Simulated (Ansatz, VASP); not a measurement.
**Two plane-wave programs on VO2**

```
V O
1.0
     4.58476    0.00000    0.00000
     0.00000    4.58476    0.00000
     0.00000    0.00000    2.87169
V O
2 4
Direct
  0.00000 0.00000 0.00000
  0.50000 0.50000 0.50000
  0.30080 0.30080 0.00000
  0.19920 0.80080 0.50000
  0.69920 0.69920 0.00000
  0.80080 0.19920 0.50000
```

Change from the starting cell: volume scaled by 1.02, ions relaxed.

Alike in both runs: functional PBE; k mesh 10 × 10 × 16; occupations fermi-dirac, width 0.05 eV; collinear spin.

Ansatz relaxed the structure, and its values are those at the end. VASP's run is a single point on that final structure, the one shown.

```csv
,VASP,Ansatz
version,VASP 6.6.1,Ansatz 0.2.0
potentials or method,"VASP PAW PBE potentials, release 64 (V_sv, O)","plane-wave PAW, scalar-relativistic"
plane-wave cutoff (eV),600,420
valence electrons in the cell,50,50
```

```tsv
	VASP	Ansatz	Ansatz less VASP
pressure (GPa)	-2.4	-2.9	-0.53
rms of the force components (eV/Å)	0.013	0.000	-0.0130
net moment per atom (μB)	0.33	0.33	0.000
size of the moment on the site where the two differ most (μB)	1.06	0.84	-0.214
```

Site moments also hang on the region over which each program counts them. Ansatz's warnings: stress scf threshold loose.
